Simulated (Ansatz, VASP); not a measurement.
# MgGe4 in VASP and in Ansatz

The input INCAR:

```
PREC = Accurate
ENCUT = 520
EDIFF = 1E-6
ISMEAR = 0
SIGMA = 0.1
LREAL = False
LASPH = True
NELM = 80
ALGO = Normal
ISIF = 2
LWAVE = False
LCHARG = False
GGA = PE
IVDW = 12
NBANDS = 37
```

File KPOINTS:

```
regular mesh
0
Gamma
  4 4 4
```

POSCAR

```
MgGe4
1.0
    3.8024836900      0.0000000000      0.0000000000
    0.0000000000      3.8024836900      0.0000000000
    0.0000000000      0.0000000000      6.8002406900
Mg Ge
1 4
Direct
    0.0000000000      0.0000000000      0.0000000000
    0.0000000000      0.5000000000      0.7779313400
    0.5000000000      0.0000000000      0.7779313400
    0.0000000000      0.5000000000      0.2220686600
    0.5000000000      0.0000000000      0.2220686600
```

Input for Ansatz:

```yaml
crystal:
  lattice:
    - [3.80248369, 0.0, 0.0]
    - [0.0, 3.80248369, 0.0]
    - [0.0, 0.0, 6.80024069]
  atoms:
    - { symbol: Mg, position: [0.0, 0.0, 0.0] }
    - { symbol: Ge, position: [0.0, 0.5, 0.77793134] }
    - { symbol: Ge, position: [0.5, 0.0, 0.77793134] }
    - { symbol: Ge, position: [0.0, 0.5, 0.22206866] }
    - { symbol: Ge, position: [0.5, 0.0, 0.22206866] }
basis:
  ecutwfc: 420
kpoints:
  mp_grid: { grid: [4, 4, 4] }
hamiltonian:
  xc: pbe
  dispersion: d3bj
scf:
  occupations: { method: gaussian, width: 0.1 }
  lower_state_search: "off"
output:
  forces: true
  stress: true
  eigenvalues: true
```

Alike in both runs: task single point; functional PBE; dispersion D3(BJ); k mesh 4 × 4 × 4; occupations gaussian, width 0.1 eV; no spin polarisation.

|  | VASP | Ansatz |
| --- | --- | --- |
| version | VASP 6.6.1 | Ansatz 0.2.0 |
| potentials or method | VASP PAW PBE potentials, release 64 (Mg, Ge_d), cutoff 520 eV | scalar-relativistic, plane waves, PAW |
| valence electrons in the cell | 58 | 66 |

```tsv
	VASP	Ansatz	Ansatz less VASP
gap on the k mesh at the Fermi level (eV)	none	none	-
pressure (GPa)	14.4	14.3	-0.09
traceless stress, the component that is largest in VASP (GPa)	-3.72	-3.71	+0.002
rms of the force components (eV/Å)	0.914	0.907	-0.0072
```

Atom by atom the forces differ by 0.007 eV/Å (rms over components). A gap of «none» marks a metal or a gap that the smearing closes. VASP's potentials hold 58 valence electrons a cell and Ansatz's 66, so a difference there can come from the potentials and not from the codes.

The k mesh is coarse, so the values compare programs but aren't converged.
